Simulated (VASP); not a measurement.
SnO2: single point with PBE+D3(BJ)

SnO2:

```xyz
9
Lattice="-3.2373 0.0000 0.0000 -1.6186 -2.8035 0.0000 0.0000 0.0000 14.3755" Properties=species:S:1:pos:R:3 pbc="T T T"
Sn   -3.2373   -1.8690    6.4375
Sn   -3.2373    0.0000    2.1457
Sn   -1.6186   -0.9345   10.7293
O    -3.2373   -1.8690    3.1363
O    -3.2373    0.0000   11.7199
O    -1.6186   -0.9345    7.4281
O    -3.2373   -1.8690    9.7388
O    -3.2373    0.0000    5.4470
O    -1.6186   -0.9345    1.1551
```

| Quantity | Value |
| --- | --- |
| Program | VASP 6.6.1 |
| Task | single point |
| Functional | PBE |
| Dispersion | D3(BJ) |
| Potentials or basis | VASP PAW PBE potentials, release 64 (Sn_d, O) |
| Cutoff | 520 eV |
| k mesh | 9 × 9 × 2 |
| Occupations | gaussian, width 0.05 eV |
| Spin | no spin polarisation |
| Dipole correction | no |
| Further INCAR settings | ALGO = Normal; EDIFF = 1e-06; NBANDS = 49 |

```yaml
Pressure: 0.3 GPa
Largest_force: 0.262 eV/Å
Band_gap_on_the_k_mesh: 1.86 eV (least direct gap 1.99 eV)
Dispersion_energy_per_atom: -0.182 eV
```

Forces in eV/Å, atoms in the order of the input:
```
Sn   0.000  0.000  0.000
Sn   0.000  0.000  0.112
Sn   0.000  0.000 -0.112
O    0.000  0.000  0.066
O    0.000  0.000  0.262
O    0.000  0.000  0.055
O    0.000  0.000 -0.066
O    0.000  0.000 -0.055
O    0.000  0.000 -0.262
```

Stress tensor (GPa, compression positive):
```
0.32 0.00 0.00
0.00 0.32 0.00
0.00 0.00 0.22
```

Levels at points of the mesh, in eV from the valence-band top:
```tsv
k point	band 36	band 37	band 38	band 39	band 40	band 41	band 42	band 43
(0.00, 0.00, 0.00)	-0.95	-0.95	-0.94	-0.13	1.86	2.72	3.26	5.63
(0.00, 0.00, 0.50)	-0.95	-0.95	-0.78	-0.25	2.03	2.49	3.36	5.58
```

Wall time 76 s on 1 thread of Intel(R) Xeon(R) 6975P-C (Granite Rapids), with other jobs on the host, peak memory 0.29 GiB.

Caveat: spin-orbit coupling is left out, which moves the levels of the heavy elements; an odd mesh through Γ misses points on the zone boundary, where band edges can lie.
